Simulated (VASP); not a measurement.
MgCd2SeS2, 6 atoms in the cell. It takes space group P4/mmm (No. 123, tetragonal). Conventional cell: a = 5.142 Å, b = 5.142 Å, c = 5.552 Å, α = 90.00°, β = 90.00°, γ = 90.00°. Mg (site symmetry 4/mmm) has 2 Se at 2.78 Å and 8 S at 3.78 Å and 8 Cd at 3.87 Å within 3.9 Å. Cd (site symmetry 4mm) has 2 Cd at 2.68 to 2.87 Å and 4 S at 2.94 Å within 3.5 Å. Se (site symmetry 4/mmm) has 4 S at 2.57 Å and 2 Mg at 2.78 Å within 3.4 Å. Within 3.4 Å of S (site symmetry mmm) lie 2 Se at 2.57 Å and 4 Cd at 2.94 Å. The cell was generated, and may not be a known phase.

```yaml
Program: VASP 6.6.1
Task: single point
Functional: PBE
Potentials_or_basis: VASP PAW PBE potentials, release 64 (Mg, Cd, Se, S)
Cutoff: 520 eV
k_mesh: 8 × 8 × 8
Occupations: gaussian, width 0.1 eV
Spin: no spin polarisation
Dipole_correction: no
Further_INCAR_settings: ALGO = Normal; EDIFF = 1e-06; NBANDS = 31
```

Potentials or basis: VASP PAW PBE potentials, release 64 (Mg, Cd, Se, S).

Launch:

```sh
$ cat potpaw_PBE.64/Mg/POTCAR potpaw_PBE.64/Cd/POTCAR potpaw_PBE.64/Se/POTCAR potpaw_PBE.64/S/POTCAR > POTCAR
$ mpirun -np 1 vasp_std > vasp.out
```

Hardware: 1 thread of Intel(R) Xeon(R) Platinum 8488C (Sapphire Rapids), with other jobs on the host.

Question: How long does it take, and how much memory?

Answer: Wall time 5.5 min on 1 thread of Intel(R) Xeon(R) Platinum 8488C (Sapphire Rapids), with other jobs on the host, peak memory 0.48 GiB. Counts: scf iterations 14, k points 75.
